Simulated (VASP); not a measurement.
A run of VASP 6.6.1:

File INCAR:

```
ALGO = Normal ; EDIFF = 1E-6
ENCUT = 520 ; GGA = PE
ISIF = 2 ; ISMEAR = -1
LASPH = T ; LCHARG = T
LELF = T ; LREAL = F
LVHAR = T ; LWAVE = F
NBANDS = 11 ; NELM = 100
PREC = Accurate ; SIGMA = 0.02
```

The input KPOINTS:

```
k-points
0
Gamma
  12 12 12
```

File POSCAR:

```
BN
1.0
    0.0000000000      1.8310222406      1.8310222406
    1.8310222406      0.0000000000      1.8310222406
    1.8310222406      1.8310222406      0.0000000000
B N
1 1
Direct
    0.0000000000      0.0000000000      0.0000000000
    0.5000000000      0.5000000000      0.5000000000
```

Potentials or basis: VASP PAW PBE potentials, release 64 (B, N).

Run with:

```bash
$ cat potpaw_PBE.64/B/POTCAR potpaw_PBE.64/N/POTCAR > POTCAR
$ mpirun -np 1 vasp_std > vasp.out
```

Hardware: 1 thread of Intel Xeon 8259CL, with other jobs on the host.

Problem. How long does it take, and how much memory?

Solution. It took 13 s on 1 thread of Intel Xeon 8259CL, on a shared host, peak memory 0.12 GiB. Counts: scf iterations 12, k points 72.
